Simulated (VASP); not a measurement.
A run of VASP 6.6.1:

File INCAR:

```
PREC = Accurate ; ENCUT = 520
EDIFF = 1E-6 ; ISMEAR = -1
SIGMA = 0.05 ; LREAL = F
LASPH = T ; NELM = 80
ALGO = Normal ; ISIF = 2
LWAVE = F ; LCHARG = F
GGA = PE ; NBANDS = 60
```

Contents of KPOINTS:

```
Automatic mesh
0
Gamma
  3 9 6
```

Contents of POSCAR:

```
TiO2
1.0
    9.6445176873      0.0000000000      0.0000000000
    0.0000000000      3.0165245351      0.0000000000
    0.0000000000      0.0000000000      4.9983459781
Ti O
4 8
Direct
    0.6369000000      0.2500000000      0.5646300000
    0.3631000000      0.7500000000      0.4353700000
    0.8631000000      0.7500000000      0.0646300000
    0.1369000000      0.2500000000      0.9353700000
    0.4724000000      0.2500000000      0.2916000000
    0.5276000000      0.7500000000      0.7084000000
    0.0276000000      0.7500000000      0.7916000000
    0.9724000000      0.2500000000      0.2084000000
    0.7663000000      0.2500000000      0.8635000000
    0.2337000000      0.7500000000      0.1365000000
    0.7337000000      0.7500000000      0.3635000000
    0.2663000000      0.2500000000      0.6365000000
```

Potentials or basis: VASP PAW PBE potentials, release 64 (Ti_sv, O).

The run is started by

```console
$ cat potpaw_PBE.64/Ti_sv/POTCAR potpaw_PBE.64/O/POTCAR > POTCAR
$ mpirun -np 1 vasp_std > vasp.out
```

Hardware: 1 thread of AMD EPYC 7R13 Processor (Zen 3) (shared host).

**Question.** Estimate the wall time of this run.

**Answer.** Wall time 5.4 min on 1 thread of AMD EPYC 7R13 Processor (Zen 3), with other jobs on the host, peak memory 0.36 GiB. Counts: scf iterations 17, k points 40.
